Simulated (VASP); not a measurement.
Here is a VASP 6.6.1 calculation.

The input INCAR:

```
SYSTEM = B3C
ALGO = Normal ; EDIFF = 1E-6
ENCUT = 600 ; GGA = PE
GGA_COMPAT = .False. ; ISIF = 2
ISMEAR = 0 ; LASPH = .True.
LCHARG = .True. ; LELF = .True.
LREAL = .False. ; LVHAR = .True.
LWAVE = .False. ; NBANDS = 14
NELM = 120 ; PREC = Accurate
SIGMA = 0.2
```

KPOINTS

```
k-points
0
Gamma
  7 7 4
  0 0 0
```

File POSCAR:

```
B3C
1.0
    3.3499527592      0.0000000000      0.0000000000
   -1.6749763796      2.9011441909      0.0000000000
    0.0000000000      0.0000000000      3.0298327943
B C
3 1
Direct
    0.5000000000      0.0000000000      0.5000000000
    0.0000000000      0.5000000000      0.5000000000
    0.5000000000      0.5000000000      0.5000000000
    0.0000000000      0.0000000000      0.0000000000
```

Potentials or basis: VASP PAW PBE potentials, release 64 (B, C).

Launch:

```sh
$ cat potpaw_PBE.64/B/POTCAR potpaw_PBE.64/C/POTCAR > POTCAR
$ mpirun -np 1 vasp_std > vasp.out
```

(1) What does it give for the pressure?

Answers

(1) 0.0 GPa.

Caveat: the k points lie up to 0.52 Å⁻¹ apart.
